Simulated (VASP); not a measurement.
The system is BeS.

```
Be S
1.0
     2.94139    0.00000    0.00000
     0.00000    2.94139    0.00000
     0.00000    0.00000    2.94139
Be S
1 1
Direct
  0.00000 0.00000 0.00000
  0.50000 0.50000 0.50000
```

Base run:

- Program: VASP 6.6.1
- Functional: r2SCAN
- Potentials or basis: VASP PAW PBE potentials, release 64 (Be, S)
- Cutoff: 520 eV
- k mesh: 6 × 6 × 6
- Occupations: fermi-dirac, width 0.02 eV
- Spin: no spin polarisation

Its results: band gap on the k mesh zero (band 4 reaches 7.78 eV, above the bottom of band 5 at 6.67 eV); pressure -1.0 GPa.

The run is repeated on the same cell with these changes: functional from r2SCAN to PBE. What comes out?

Band gap on the k mesh zero (band 4 reaches 7.76 eV, above the bottom of band 5 at 6.57 eV); pressure -2.3 GPa.

Caveats: the PAW data sets were made with another functional, which shifts forces and pressure a little (some runs).
